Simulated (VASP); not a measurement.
# MoPd (P-6m2) in VASP: further runs

The runs below take MoPd through single point, with LDA.

All numbers are computed with VASP 6.6.1; they aren't measurements. Logs are shortened: lines on timing, memory, paths and dates and some standing lists are left out, and cuts for length are marked.

## (1) The cell of the first run

The structure is hexagonal, space group P-6m2 (No. 187). The conventional cell has a = 2.717 Å, b = 2.717 Å, c = 4.441 Å, α = 90.00°, β = 90.00°, γ = 120.00°. Mo (site symmetry -6m2) has 6 Mo at 2.72 Å and 6 Pd at 2.72 Å within 3.6 Å. Within 3.6 Å of Pd (site symmetry -6m2) lie 6 Pd at 2.72 Å and 6 Mo at 2.72 Å.

## (2) Single point, LDA

Input file INCAR:

```
ALGO     = Normal         # electronic algorithm
EDIFF    = 1E-6           # SCF threshold, eV
ENCUT    = 520            # plane-wave cutoff, eV
ISIF     = 2              # what is computed and relaxed
ISMEAR   = 1              # smearing method
LASPH    = T              # aspherical terms in the spheres
LCHARG   = T              # write CHGCAR
LELF     = T              # ELF
LREAL    = F              # projectors in reciprocal space
LVHAR    = T            
LWAVE    = F              # write WAVECAR
NBANDS   = 19             # bands
NELM     = 100            # most SCF steps
PREC     = Accurate       # precision mode
SIGMA    = 0.1            # smearing width, eV
```

Input file KPOINTS:

```
k-points
0
Gamma
  9 9 5
```

Input file POSCAR:

```
MoPd
1.0
    2.7173120312      0.0000000000      0.0000000000
   -1.3586560156      2.3532613351      0.0000000000
    0.0000000000      0.0000000000      4.4412014110
Mo Pd
1 1
Direct
    0.6666666667      0.3333333333      0.5000000000
    0.3333333333      0.6666666667      0.0000000000
```

Potentials or basis: VASP PAW LDA potentials, release 64 (Mo_sv, Pd).

Run with:

```
$ cat potpaw_LDA.64/Mo_sv/POTCAR potpaw_LDA.64/Pd/POTCAR > POTCAR
$ mpirun -np 1 vasp_std > vasp.out
```

OUTCAR:

```text
EDIFF = 1E-6
   ENCUT = 520
   ISIF = 2
   ISMEAR = 1
   LASPH = T
   LREAL = F
   NELM = 100
   PREC = Accurate

 ion  position               nearest neighbor table
   1  0.667  0.333  0.500-   2 2.72   2 2.72   2 2.72   2 2.72   2 2.72   2 2.72
   2  0.333  0.667  0.000-   1 2.72   1 2.72   1 2.72   1 2.72   1 2.72   1 2.72

  LATTYP: Found a hexagonal cell.
 ALAT       =     2.7173120312
 C/A-ratio  =     1.6344097991

  Lattice vectors:

 A1 = (   2.7173120312,   0.0000000000,   0.0000000000)
 A2 = (  -1.3586560156,   2.3532613351,   0.0000000000)
 A3 = (   0.0000000000,   0.0000000000,   4.4412014110)

Analysis of symmetry for initial positions (statically):
=====================================================================
 Subroutine PRICEL returns:
 Original cell was already a primitive cell.

 Routine SETGRP: Setting up the symmetry group for a
 hexagonal supercell.

 Subroutine GETGRP returns: Found 12 space group operations
 (whereof 12 operations were pure point group operations)
 out of a pool of 24 trial point group operations.

The static configuration has the point symmetry D_3h.

Analysis of symmetry for dynamics (positions and initial velocities):
=====================================================================
 Subroutine PRICEL returns:
 Original cell was already a primitive cell.

 Routine SETGRP: Setting up the symmetry group for a
 hexagonal supercell.

 Subroutine GETGRP returns: Found 12 space group operations
 (whereof 12 operations were pure point group operations)
 out of a pool of 24 trial point group operations.

The dynamic configuration has the point symmetry D_3h.

 Subroutine INISYM returns: Found 12 space group operations
 (whereof 12 operations are pure point group operations),
 and found     1 'primitive' translations

----------------------------------------------------------------------------------------

                                     Primitive cell

  volume of cell :      28.3995

  direct lattice vectors                    reciprocal lattice vectors
     2.717312031  0.000000000  0.000000000     0.368010736  0.212471090  0.000000000
    -1.358656016  2.353261335  0.000000000     0.000000000  0.424942179  0.000000000
     0.000000000  0.000000000  4.441201411     0.000000000  0.000000000  0.225164298

  length of vectors
     2.717312031  2.717312106  4.441201411     0.424942191  0.424942179  0.225164298

  position of ions in fractional coordinates (direct lattice)
     0.666666667  0.333333333  0.500000000
     0.333333333  0.666666667  0.000000000

  ion indices of the primitive-cell ions
   primitive index   ion index
                 1           1
                 2           2

----------------------------------------------------------------------------------------

 KPOINTS: k-points

Automatic generation of k-mesh.
 Grid dimensions read from file:
 generate k-points for:    9    9    5

 Generating k-lattice:

  Cartesian coordinates                     Fractional coordinates (reciprocal lattice)
     0.040890082  0.023607899  0.000000000     0.111111111  0.000000000  0.000000000
     0.000000000  0.047215798  0.000000000     0.000000000  0.111111111  0.000000000
     0.000000000  0.000000000  0.045032860     0.000000000  0.000000000  0.200000000

  Length of vectors
     0.047215799  0.047215798  0.045032860

  Shift w.r.t. Gamma in fractional coordinates (k-lattice)
     0.000000000  0.000000000  0.000000000

 Subroutine IBZKPT returns following result:
 ===========================================

 Found     36 irreducible k-points:

 Following reciprocal coordinates:
            Coordinates               Weight
  0.000000  0.000000  0.000000      1.000000
  0.111111 -0.000000  0.000000      6.000000
  0.222222 -0.000000  0.000000      6.000000
  0.333333 -0.000000  0.000000      6.000000
  0.444444 -0.000000  0.000000      6.000000
  0.111111  0.111111  0.000000      6.000000
[... 16 lines left out ...]
  0.333333  0.222222  0.200000     24.000000
  0.333333  0.333333  0.200000      4.000000
 [... further k-points ...]
   k-points           NKPTS =     36   k-points in BZ     NKDIM =     36   number of bands    NBANDS=     19
   number of dos      NEDOS =    301   number of ions     NIONS =      2
   total plane-waves  NPLWV =  14400
   dimension x,y,z NGX =    20 NGY =   20 NGZ =   36
   dimension x,y,z NGXF=    40 NGYF=   40 NGZF=   72
   ions per type =               1   1
   NGX,Y,Z   is equivalent  to a cutoff of  12.24, 12.24, 13.48 a.u.
   NGXF,Y,Z  is equivalent  to a cutoff of  24.47, 24.47, 26.95 a.u.
 SYSTEM =  unknown system
   PREC   = accura    normal or accurate (medium, high low for compatibility)
   ISTART =      0    job   : 0-new  1-cont  2-samecut
   ICHARG =      2    charge: 1-file 2-atom 10-const
   ISPIN  =      1    spin polarized calculation?
   LNONCOLLINEAR =      F non collinear calculations
   LSORBIT =      F    spin-orbit coupling
   LASPH  =      T    aspherical Exc in radial PAW
   ENCUT  =  520.0 eV  38.22 Ry    6.18 a.u.   5.05  5.05  8.26*2*pi/ulx,y,z
   NELM   =    100;   NELMIN=  2; NELMDL= -5     # of ELM steps
   EDIFF  = 0.1E-05   stopping-criterion for ELM
   LREAL  =      F    real-space projection
   EDIFFG = 0.1E-04   stopping-criterion for IOM
   NSW    =      0    number of steps for IOM
   IBRION =     -1    ionic relax: 0-MD 1-quasi-New 2-CG
   NFREE  =      0    steps in history (QN), initial steepest desc. (CG)
   ISIF   =      2    stress and relaxation
   ISYM   =      2    0-nonsym 1-usesym 2-fastsym
   POTIM  = 0.5000    time-step for ionic-motion
   TEBEG  =    0.0;   TEEND  =   0.0 temperature during run
   PSTRESS=    0.0 pullay stress
   NELECT =      24.0000    total number of electrons
   NUPDOWN=      -1.0000    fix difference up-down
   EMIN   =  10.00;   EMAX   =-10.00  energy-range for DOS
   EFERMI =   0.00;   METHOD = LEGACY
   ISMEAR =     1;   SIGMA  =   0.10  broadening in eV -4-tet -1-fermi 0-gaus
   EFERMI_NEDOS =   21; number of points for ismear=-14 and -15
   IALGO  =     38    algorithm
   IMIX   =      4    mixing-type and parameters
     AMIX     =   0.40;   BMIX     =  1.00
     AMIX_MAG =   1.60;   BMIX_MAG =  1.00
  volume/ion in A,a.u.               =      14.20        95.82
  Fermi-wavevector in a.u.,A,eV,Ry     =   1.547778  2.924875 32.594324  2.395615
  Thomas-Fermi vector in A             =   2.652822
   LORBIT       =      0    0 simple, 1 ext, 2 COOP (PROOUT), +10 PAW based schemes
   GGA     = CA    functional components
   LHFCALC =     F    Hartree Fock is set to
   AEXX    =    0.0000 exact exchange contribution
   IVDW    =     0    specifies the selected vdW correction
   LEPSILON=     F    determine dielectric tensor
   LRPA    =     F    only Hartree local field effects (RPA)
 non-spin polarized calculation
 Methfessel and Paxton  Order N= 1 SIGMA  =   0.10
  energy-cutoff  :      520.00
  volume of cell :       28.40
 maximum number of plane-waves:       776
   NGX = 11   NGY = 11   NGZ = 17

 number of electron      23.9999999 magnetization

 Free energy of the ion-electron system (eV)
  ---------------------------------------------------
  ext. energy  EPLUGINS =         0.00000000
  ---------------------------------------------------
  free energy    TOTEN  =       -18.60952841 eV

  energy without entropy =      -18.60947410  energy(sigma->0) =      -18.60951031

 E-fermi :  12.3847     XC(G=0): -13.9653

 val. band max:       12.3727733425   @ k =   0.2222   0.2222   0.0000
 cond. band min:      12.3916826451   @ k =   0.1111  -0.0000   0.2000
 fundamental gap:      0.0189093026
 Fermi energy:        12.3846597114

 k-point     1 :       0.0000    0.0000    0.0000
  band No.  band energies     occupation
      1     -48.2080      2.00000
      2     -22.5813      2.00000
      3     -21.6458      2.00000
      4     -21.6458      2.00000
      5       4.5560      2.00000
      6       6.3327      2.00000
[... 11 lines left out ...]
     18      26.5995      0.00000
     19      28.9908      0.00000

 k-point     2 :       0.1111   -0.0000    0.0000
  band No.  band energies     occupation
      1     -48.1800      2.00000
      2     -22.5563      2.00000
      3     -21.8257      2.00000
      4     -21.6860      2.00000
      5       4.9931      2.00000
      6       6.6422      2.00000
[... 11 lines left out ...]
     18      27.5469      0.00000
     19      29.5481      0.00000

 k-point     3 :       0.2222   -0.0000    0.0000
  band No.  band energies     occupation
      1     -48.1084      2.00000
      2     -22.4924      2.00000
      3     -22.2673      2.00000
      4     -21.7868      2.00000
      5       6.0639      2.00000
      6       7.1252      2.00000
[... 11 lines left out ...]
     18      26.9643      0.00000
     19      28.9800      0.00000

 k-point     4 :       0.3333   -0.0000    0.0000
  band No.  band energies     occupation
      1     -48.0256      2.00000
      2     -22.7480      2.00000
      3     -22.4187      2.00000
      4     -21.8992      2.00000
      5       6.6125      2.00000
      6       7.2070      2.00000
[... 11 lines left out ...]
     18      23.5172      0.00000
     19      27.3263      0.00000

 k-point     5 :       0.4444   -0.0000    0.0000
  band No.  band energies     occupation
      1     -47.9709      2.00000
      2     -23.0509      2.00000
      3     -22.3700      2.00000
      4     -21.9713      2.00000
      5       6.3759      2.00000
      6       6.9122      2.00000
[... 11 lines left out ...]
     18      22.8790      0.00000
     19      25.5214      0.00000

 k-point     6 :       0.1111    0.1111    0.0000
  band No.  band energies     occupation
      1     -48.1301      2.00000
      2     -22.5118      2.00000
      3     -22.1194      2.00000
      4     -21.7736      2.00000
      5       5.7784      2.00000
      6       7.1097      2.00000
[... 11 lines left out ...]
     18      28.1978      0.00000
     19      29.1333      0.00000

 k-point     7 :       0.2222    0.1111    0.0000
  band No.  band energies     occupation
      1     -48.0528      2.00000
      2     -22.5422      2.00000
      3     -22.4429      2.00000
      4     -21.9189      2.00000
      5       6.8512      2.00000
      6       7.3839      2.00000
[... 11 lines left out ...]
     18      25.1693      0.00000
     19      26.9344      0.00000

 k-point     8 :       0.3333    0.1111    0.0000
  band No.  band energies     occupation
      1     -47.9839      2.00000
      2     -22.9003      2.00000
      3     -22.3814      2.00000
      4     -22.0457      2.00000
      5       6.7938      2.00000
      6       7.1416      2.00000
[... 256 lines left out ...]
 k-point    20 :       0.3333    0.1111    0.2000
  band No.  band energies     occupation
      1     -47.9839      2.00000
      2     -22.8982      2.00000
      3     -22.3811      2.00000
      4     -22.0462      2.00000
      5       6.6242      2.00000
      6       7.0587      2.00000
[... 11 lines left out ...]
     18      25.0176      0.00000
     19      25.6695      0.00000

 k-point    21 :       0.4444    0.1111    0.2000
  band No.  band energies     occupation
      1     -47.9565      2.00000
      2     -23.0366      2.00000
      3     -22.3554      2.00000
      4     -22.0957      2.00000
      5       6.4449      2.00000
      6       6.8430      2.00000
[... 11 lines left out ...]
     18      24.0488      0.00000
     19      24.8139      0.00000

 k-point    22 :       0.2222    0.2222    0.2000
  band No.  band energies     occupation
      1     -47.9890      2.00000
      2     -22.7674      2.00000
      3     -22.3859      2.00000
      4     -22.1527      2.00000
      5       7.1745      2.00000
      6       7.5811      2.00000
[... 11 lines left out ...]
     18      23.9703      0.00000
     19      25.8600      0.00000

 k-point    23 :       0.3333    0.2222    0.2000
  band No.  band energies     occupation
      1     -47.9471      2.00000
      2     -22.8750      2.00000
      3     -22.3470      2.00000
      4     -22.3434      2.00000
      5       6.9123      2.00000
      6       7.5828      2.00000
[... 11 lines left out ...]
     18      23.4546      0.00000
     19      25.5291      0.00000

 k-point    24 :       0.3333    0.3333    0.2000
  band No.  band energies     occupation
      1     -47.9325      2.00000
      2     -22.6704      2.00000
      3     -22.6596      2.00000
      4     -22.3329      2.00000
      5       7.1350      2.00000
      6       7.7538      2.00000
[... 11 lines left out ...]
     18      25.0359      0.00000
     19      25.9290      0.00000

 [... further k-points ...]
[... 5 lines left out ...]
  --------------------------------------------------------------------------------------
  -------------------------------------------------------------------------------------
  Total        0.8409918      0.8409919      1.1261673     -0.0000000      0.0000000      0.0000000
  in kB       47.4451939     47.4451973     63.5335819     -0.0000000      0.0000000      0.0000000
  external PRESSURE =      52.8079910 kB  Pullay stress =       0.0000000 kB

 VOLUME and BASIS-vectors are now :
 -----------------------------------------------------------------------------
  energy-cutoff  :      520.00
  volume of cell :       28.40
      direct lattice vectors                 reciprocal lattice vectors
     2.717312031  0.000000000  0.000000000     0.368010736  0.212471090  0.000000000
    -1.358656016  2.353261335  0.000000000     0.000000000  0.424942179  0.000000000
     0.000000000  0.000000000  4.441201411     0.000000000  0.000000000  0.225164298

 POSITION                                       TOTAL-FORCE (eV/Angst)
 -----------------------------------------------------------------------------------
      1.35866      0.78442      2.22060        -0.000000     -0.000000      0.000000
     -0.00000      1.56884      0.00000         0.000000      0.000000      0.000000
 -----------------------------------------------------------------------------------
    total drift:                               -0.000000      0.000000      0.000000

  FREE ENERGIE OF THE ION-ELECTRON SYSTEM (eV)
  ---------------------------------------------------
  free  energy   TOTEN  =       -18.6095284102 eV

  energy  without entropy=      -18.6094741013  energy(sigma->0) =      -18.60951031
```

Run time: 11 s. Hardware: 1 thread of Intel Xeon Platinum 8488C (Sapphire Rapids), shared host; peak memory 0.14 GiB.

Results:

* Free energy: -18.6095 eV
* Pressure: 5.3 GPa
* Band gap on the k mesh: zero (band 12 reaches 13.62 eV, above the bottom of band 13 at 11.57 eV)

## (3) Single point, LDA

This run uses another cell than the first one, of 14.61 Å³/atom, 1.029 times its volume.

Input file INCAR:

```
SYSTEM = MoPd
PREC     = Accurate       ! precision mode
ENCUT    = 520            ! plane-wave cutoff, eV
EDIFF    = 1E-6           ! SCF threshold, eV
ISMEAR   = 1              ! smearing method
SIGMA    = 0.1            ! smearing width, eV
LREAL    = .False.        ! projectors in reciprocal space
LASPH    = .True.         ! aspherical terms in the spheres
NELM     = 100            ! most SCF steps
ALGO     = Normal         ! electronic algorithm
ISIF     = 2              ! what is computed and relaxed
LWAVE    = .False.        ! write WAVECAR
LCHARG   = .False.        ! write CHGCAR
GGA      = CA             ! functional
NBANDS   = 19             ! bands
```

Input file KPOINTS:

```
regular mesh
0
Gamma
  9 9 5
  0 0 0
```

Input file POSCAR:

```
MoPd
1.0
    2.7433165972      0.0000000000      0.0000000000
   -1.3716582986      2.3757819507      0.0000000000
    0.0000000000      0.0000000000      4.4837035285
Mo Pd
1 1
Direct
    0.6666666667      0.3333333333      0.5000000000
    0.3333333333      0.6666666667      0.0000000000
```

Potentials or basis: VASP PAW LDA potentials, release 64 (Mo_sv, Pd).

Run with:

```
$ cat potpaw_LDA.64/Mo_sv/POTCAR potpaw_LDA.64/Pd/POTCAR > POTCAR
$ mpirun -np 1 vasp_std > vasp.out
```

Run time: 12 s. Hardware: 1 thread of Intel Xeon Platinum 8488C (Sapphire Rapids), shared host; peak memory 0.14 GiB.

It converged, with:

- Free energy: -18.6166 eV
- Pressure: -2.5 GPa
- Band gap on the k mesh: zero (band 12 reaches 13.08 eV, above the bottom of band 13 at 11.10 eV)

Stress tensor (GPa, compression positive):
```
-2.98  0.00  0.00
 0.00 -2.98  0.00
 0.00  0.00 -1.66
```

Levels at points of the mesh, in eV from the Fermi level:
```csv
k point,band 10,band 11,band 12,band 13,band 14,band 15
"(0.00, 0.00, 0.00)",-2.22,-2.22,-0.55,-0.55,0.90,2.50
```

(Continued in part 2 of 2.)
